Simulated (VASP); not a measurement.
A run of VASP 6.6.1:

Contents of INCAR:

```
SYSTEM = BN
PREC = Accurate ; ENCUT = 520
EDIFF = 1E-7 ; ISMEAR = 0
SIGMA = 0.01 ; LREAL = .False.
LASPH = .True. ; NELM = 60
ALGO = Normal ; ISIF = 2
LWAVE = .False. ; LCHARG = .False.
GGA = PS ; IVDW = 12
NBANDS = 16
```

KPOINTS

```
regular mesh
0
Gamma
  12 12 7
  0 0 0
```

POSCAR

```
BN
1.0
    2.5360000000      0.0000000000      0.0000000000
   -1.2680000000      2.1962404200      0.0000000000
    0.0000000000      0.0000000000      4.1990000000
B N
2 2
Direct
    0.6666666700      0.3333333300      0.0000000000
    0.3333333300      0.6666666700      0.5000000000
    0.6666666700      0.3333333300      0.3750000000
    0.3333333300      0.6666666700      0.8750000000
```

Potentials or basis: VASP PAW PBE potentials, release 64 (B, N).

Run with:

```console
$ cat potpaw_PBE.64/B/POTCAR potpaw_PBE.64/N/POTCAR > POTCAR
$ mpirun -np 1 vasp_std > vasp.out
```

Hardware: 1 thread of Intel Xeon 6975P-C (shared host).

Task: Estimate the wall time of this run.

Result: It took 19 s on 1 thread of Intel Xeon 6975P-C (shared host), peak memory 0.16 GiB. Counts: scf iterations 13, k points 76.
